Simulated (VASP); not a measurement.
Write the native input for VASP 6.6.1 that does the following.

- Task: single point
- Functional: r2SCAN
- Potentials or basis: VASP PAW PBE potentials, release 64 (Cu)
- Cutoff: 520 eV
- k mesh: 27 × 27 × 5
- Occupations: gaussian, width 0.15 eV
- Spin: no spin polarisation
- Dipole correction: no
- Further INCAR settings: ALGO = Normal; EDIFF = 1e-06; NBANDS = 42

The system is Cu.

```
CELL_PARAMETERS angstrom
-1.26525 -2.19148 0.00000
1.26525 -2.19148 0.00000
0.00000 0.00000 12.38957
ATOMIC_POSITIONS crystal
Cu 0.66667 0.66667 0.08333
Cu 0.66667 0.66667 0.41667
Cu 0.66667 0.66667 0.75000
Cu 0.33333 0.33333 0.25000
Cu 0.33333 0.33333 0.58333
Cu 0.33333 0.33333 0.91667
```

This isn't the form of Cu at room conditions, which is fcc.

These files were run (other wordings do the same):

POSCAR

```
Cu
1.0
   -1.2652513599     -2.1914796396      0.0000000000
    1.2652513599     -2.1914796396      0.0000000000
    0.0000000000      0.0000000000     12.3895666835
Cu
6
Direct
    0.6666666667      0.6666666667      0.0833333333
    0.6666666667      0.6666666667      0.4166666667
    0.6666666667      0.6666666667      0.7500000000
    0.3333333333      0.3333333333      0.2500000000
    0.3333333333      0.3333333333      0.5833333333
    0.3333333333      0.3333333333      0.9166666667
```

INCAR.step1

```
PREC = Accurate
ENCUT = 520
ISMEAR = 0
SIGMA = 0.15
LREAL = False
LASPH = True
NELM = 60
NBANDS = 42
GGA = PE
ALGO = Normal
EDIFF = 1E-4
LWAVE = True
LCHARG = False
```

INCAR.step2

```
PREC = Accurate
ENCUT = 520
EDIFF = 1E-6
ISMEAR = 0
SIGMA = 0.15
LREAL = False
LASPH = True
NELM = 60
ALGO = Normal
ISIF = 2
LWAVE = False
LCHARG = False
METAGGA = R2SCAN
LMIXTAU = True
NBANDS = 42
ISTART = 1
```

KPOINTS

```
regular mesh
0
Gamma
  27 27 5
```

Potentials or basis: VASP PAW PBE potentials, release 64 (Cu).

Command:

```sh
$ cat potpaw_PBE.64/Cu/POTCAR > POTCAR
$ cp INCAR.step1 INCAR
$ mpirun -np 1 vasp_std > vasp.out
$ cp INCAR.step2 INCAR
$ mpirun -np 1 vasp_std > vasp.out
```

Results of the run:

```yaml
Pressure: 0.7 GPa
Band_gap_on_the_k_mesh: zero (bands 33 and 34 overlap by 5.66 eV)
```

Caveat: the PAW data sets were made with another functional, which shifts forces and pressure a little.

Wall time 70 min on 1 thread of Oxide Virtual Turin-like Processor, with other jobs on the host, peak memory 0.49 GiB.
